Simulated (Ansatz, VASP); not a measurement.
**BiTe in VASP and in Ansatz**

INCAR

```
PREC = Accurate
ENCUT = 520
EDIFF = 1E-6
ISMEAR = 0
SIGMA = 0.1
LREAL = False
LASPH = True
NELM = 100
ALGO = Normal
ISIF = 2
LWAVE = False
LCHARG = False
GGA = PS
NBANDS = 29
```

KPOINTS

```
regular mesh
0
Gamma
  12 12 8
```

POSCAR

```
BiTe
1.0
    3.1971538320      3.1971538320      0.0000000000
   -3.1971538320      3.1971538320      0.0000000000
    0.0000000000      0.0000000000      6.1065638190
Bi Te
2 2
Direct
    0.0000000000      0.0000000000      0.0000000000
    0.5000000000      0.5000000000      0.5000000000
    0.5000000000      0.5000000000      0.0000000000
    0.0000000000      0.0000000000      0.5000000000
```

Input for Ansatz:

```yaml
crystal:
  lattice:
    - [3.197153832, 3.197153832, 0.0]
    - [-3.197153832, 3.197153832, 0.0]
    - [0.0, 0.0, 6.106563819]
  atoms:
    - { symbol: Bi, position: [0.0, 0.0, 0.0] }
    - { symbol: Bi, position: [0.5, 0.5, 0.5] }
    - { symbol: Te, position: [0.5, 0.5, 0.0] }
    - { symbol: Te, position: [0.0, 0.0, 0.5] }
basis:
  ecutwfc: 420
kpoints:
  mp_grid: { grid: [12, 12, 8] }
hamiltonian:
  xc: pbesol
scf:
  occupations: { method: gaussian, width: 0.1 }
output:
  forces: true
  stress: true
  eigenvalues: true
```

Change from the starting cell: strain along c alone, the other axes held, atoms relaxed: -4.5 %.

Alike in both runs: task single point; functional PBEsol; k mesh 12 × 12 × 8; occupations gaussian, width 0.1 eV; no spin polarisation.

|  | VASP | Ansatz |
| --- | --- | --- |
| version | VASP 6.6.1 | Ansatz 0.2.0 |
| potentials or method | VASP PAW PBE potentials, release 64 (Bi_d, Te), cutoff 520 eV | scalar-relativistic, plane waves, PAW |
| valence electrons in the cell | 42 | 62 |

Ansatz gave:

```
gap on the k mesh at the Fermi level (eV)                     : none
pressure (GPa)                                                : 3.1
traceless stress, the component that is largest in VASP (GPa) : 4.18
```

Estimate VASP's values.

gap on the k mesh at the Fermi level (eV): none; pressure (GPa): 3.0; traceless stress, the component that is largest in VASP (GPa): 4.19.

VASP's potentials were made for PBE, not for PBEsol. A gap of «none» marks a metal or a gap that the smearing closes. The functional is the same, so the differences come from potentials, cutoffs and numerics. VASP's potentials hold 42 valence electrons a cell and Ansatz's 62, so a difference there can come from the potentials and not from the codes.

Spin-orbit coupling is off throughout.
